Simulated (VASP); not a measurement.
A run of VASP 6.6.1:

Contents of POSCAR:

```
TiO2
1.0
    5.3955399781      0.0000000000      0.0000000000
   -2.6977699891      4.6726746882      0.0000000000
    0.0000000000      0.0000000000      5.8851596441
Ti O
3 6
Direct
    0.4510590195      0.0000000000      0.3333333333
    0.0000000000      0.4510590195      0.6666666667
    0.5489409805      0.5489409805      0.0000000000
    0.5889513164      0.8837919358      0.1011219499
    0.7051593806      0.1162080642      0.5655447168
    0.2948406194      0.4110486836      0.7677886165
    0.8837919358      0.5889513164      0.8988780501
    0.1162080642      0.7051593806      0.4344552832
    0.4110486836      0.2948406194      0.2322113835
```

Contents of INCAR.step1:

```
SYSTEM = TiO2
PREC = Accurate ; ENCUT = 520
ISMEAR = -1 ; SIGMA = 0.05
LREAL = .FALSE. ; LASPH = .TRUE.
NELM = 80 ; NBANDS = 46
GGA = PE ; ALGO = Normal
EDIFF = 1E-4 ; LWAVE = .TRUE.
LCHARG = .FALSE.
```

File INCAR.step2:

```
SYSTEM = TiO2
PREC = Accurate ; ENCUT = 520
EDIFF = 1E-6 ; ISMEAR = -1
SIGMA = 0.05 ; LREAL = .FALSE.
LASPH = .TRUE. ; NELM = 80
ALGO = Normal ; ISIF = 2
LWAVE = .FALSE. ; LCHARG = .FALSE.
METAGGA = R2SCAN ; LMIXTAU = .TRUE.
LUSE_VDW = .TRUE. ; IVDW_NL = 2
BPARAM = 11.95 ; CPARAM = 0.0093
NBANDS = 46 ; ISTART = 1
```

The input KPOINTS:

```
regular mesh
0
G
  6 6 5
  0 0 0
```

Potentials or basis: VASP PAW PBE potentials, release 64 (Ti_sv, O).

Launch:

```bash
$ cat potpaw_PBE.64/Ti_sv/POTCAR potpaw_PBE.64/O/POTCAR > POTCAR
$ cp INCAR.step1 INCAR
$ mpirun -np 1 vasp_std > vasp.out
$ cp INCAR.step2 INCAR
$ mpirun -np 1 vasp_std > vasp.out
```

Hardware: 1 thread of Oxide Virtual Turin-like Processor (shared host).

Question: How long does it take, and how much memory?

Answer: Wall time 22 min on 1 thread of Oxide Virtual Turin-like Processor, with other jobs on the host, peak memory 0.61 GiB. Counts: k points 27.
